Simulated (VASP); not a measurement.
Write the native input for VASP 6.6.1 that does the following.

| Item | Value |
| --- | --- |
| Task | single point |
| Functional | LDA |
| Potentials or basis | VASP PAW LDA potentials, release 64 (W_sv, S) |
| Cutoff | 520 eV |
| k mesh | 8 × 8 × 1 |
| Occupations | fermi-dirac, width 0.1 eV |
| Spin | no spin polarisation |
| Dipole correction | no |
| Further INCAR settings | ALGO = Normal; EDIFF = 1e-06; NBANDS = 35 |

The structure of WS2 lies in POSCAR:

```
WS2
1.0
    3.1832085600      0.0000000000      0.0000000000
   -1.5916042800      2.7567394800      0.0000000000
    0.0000000000      0.0000000000     23.6687632500
W S
2 4
Direct
    0.3333333333      0.6666666667      0.6373175400
    0.6666666667      0.3333333333      0.3626824600
    0.3333333333      0.6666666667      0.2968161100
    0.6666666667      0.3333333333      0.5714418300
    0.3333333333      0.6666666667      0.4285581700
    0.6666666667      0.3333333333      0.7031838900
```

These files were run (other wordings do the same):

INCAR

```
SYSTEM = WS2
PREC     = Accurate       ! precision mode
ENCUT    = 520            ! plane-wave cutoff, eV
EDIFF    = 1E-6           ! SCF threshold, eV
ISMEAR   = -1             ! smearing method
SIGMA    = 0.1            ! smearing width, eV
LREAL    = .False.        ! projectors in reciprocal space
LASPH    = .True.         ! aspherical terms in the spheres
NELM     = 100            ! most SCF steps
ALGO     = Normal         ! electronic algorithm
ISIF     = 2              ! what is computed and relaxed
LWAVE    = .False.        ! write WAVECAR
LCHARG   = .False.        ! write CHGCAR
NBANDS   = 35             ! bands
```

KPOINTS

```
Automatic mesh
0
Gamma
  8 8 1
  0 0 0
```

Potentials or basis: VASP PAW LDA potentials, release 64 (W_sv, S).

Command:

```sh
$ cat potpaw_LDA.64/W_sv/POTCAR potpaw_LDA.64/S/POTCAR > POTCAR
$ mpirun -np 1 vasp_std > vasp.out
```

It gave:

```
Largest force          : 0.347 eV/Å
Band gap on the k mesh : 1.67 eV, indirect (least direct gap 2.21 eV)
```

Caveat: spin-orbit coupling is left out, which moves the levels of the heavy elements.

It took 61 s on 1 thread of AMD EPYC 9R45 96-Core Processor (Zen 5), with other jobs on the host, peak memory 0.24 GiB.
